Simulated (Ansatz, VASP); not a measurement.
Two plane-wave programs on LaC

Contents of POSCAR:

```
LaC
1.0
    0.0000000000      2.7220337006      2.7220337006
    2.7220337006      0.0000000000      2.7220337006
    2.7220337006      2.7220337006      0.0000000000
La C
1 1
Direct
    0.5036737238      0.5036737238      0.4963262762
    0.0000000000      0.0000000000      0.0000000000
```

Contents of INCAR.step1:

```
ALGO = Normal ; EDIFF = 1E-4
ENCUT = 520 ; GGA = PE
ISMEAR = 0 ; LASPH = True
LCHARG = False ; LREAL = False
LWAVE = True ; NBANDS = 14
NELM = 60 ; PREC = Accurate
SIGMA = 0.05
```

INCAR.step2

```
ALGO = Normal ; EDIFF = 1E-7
ENCUT = 520 ; ISIF = 2
ISMEAR = 0 ; ISTART = 1
LASPH = True ; LCHARG = True
LELF = True ; LMIXTAU = True
LREAL = False ; LVHAR = True
LWAVE = False ; METAGGA = R2SCAN
NBANDS = 14 ; NELM = 60
PREC = Accurate ; SIGMA = 0.05
```

The input KPOINTS:

```
k-points
0
Gamma
  12 12 12
```

Input for Ansatz:

```yaml
crystal:
  lattice:
    - [0.0, 2.7220337006, 2.7220337006]
    - [2.7220337006, 0.0, 2.7220337006]
    - [2.7220337006, 2.7220337006, 0.0]
  atoms:
    - { symbol: La, position: [0.5036737238, 0.5036737238, 0.4963262762] }
    - { symbol: C, position: [0.0, 0.0, 0.0] }
basis:
  ecutwfc: 500
  ecutrho_ratio: 4
kpoints:
  mp_grid: { grid: [12, 12, 12] }
hamiltonian:
  xc: r2scan
scf:
  occupations: { method: gaussian, width: 0.05 }
output:
  forces: true
  stress: true
  eigenvalues: true
  write_density: true
  write_potential: true
  elf: true
  volumetric_format: npy
```

Alike in both runs: task single point; functional r2SCAN; k mesh 12 × 12 × 12; occupations gaussian, width 0.05 eV; no spin polarisation.

```csv
,VASP,Ansatz
version,VASP 6.6.1,Ansatz 0.2.0
potentials or method,"VASP PAW PBE potentials, release 64 (La, C), cutoff 520 eV","scalar-relativistic, plane waves, PAW"
valence electrons in the cell,15,15
```

Ansatz gave:

- gap on the k mesh at the Fermi level (eV): none
- pressure (GPa): 0.0
- rms of the force components (eV/Å): 0.009

Q: Estimate VASP's values.

A: gap on the k mesh at the Fermi level (eV): none; pressure (GPa): -0.1; rms of the force components (eV/Å): 0.012.

VASP's potentials were made for PBE, not for r2SCAN. Atom by atom the forces differ by 0.002 eV/Å (rms over components). A gap of «none» marks a metal or a gap that the smearing closes.

Spin-orbit coupling is off throughout.
